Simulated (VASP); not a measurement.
InP, 2 atoms in the cell. Symmetry: I4mm, No. 107, tetragonal system. Conventional cell: a = 4.038 Å, b = 4.038 Å, c = 5.710 Å, α = 90.00°, β = 90.00°, γ = 90.00°. Within 3.4 Å of In (site symmetry 4mm) lie 6 P at 2.61 to 3.10 Å. Within 3.4 Å of P (site symmetry 4mm) lie 6 In at 2.61 to 3.10 Å.  This cell differs from its parent crystal: all P atoms moved -0.250 Å, as atom 2 towards its neighbour atom 1 (In) at 2.855 Å.

- Program: VASP 6.6.1
- Task: single point
- Functional: PBEsol
- Potentials or basis: VASP PAW PBE potentials, release 64 (In_d, P)
- Cutoff: 520 eV
- k mesh: 14 × 14 × 14
- Occupations: gaussian, width 0.15 eV
- Spin: no spin polarisation
- Dipole correction: no
- Further INCAR settings: ALGO = Normal; EDIFF = 1e-06; NBANDS = 16

Potentials or basis: VASP PAW PBE potentials, release 64 (In_d, P).

Command:

```sh
$ cat potpaw_PBE.64/In_d/POTCAR potpaw_PBE.64/P/POTCAR > POTCAR
$ mpirun -np 1 vasp_std > vasp.out
```

Hardware: 1 thread of AMD EPYC 9R45 (Zen 5), with other jobs on the host.

Question: Estimate the wall time of this run.

Answer: Wall time 86 s on 1 thread of AMD EPYC 9R45 (Zen 5) (shared host), peak memory 0.27 GiB. Counts: scf iterations 12, k points 244.
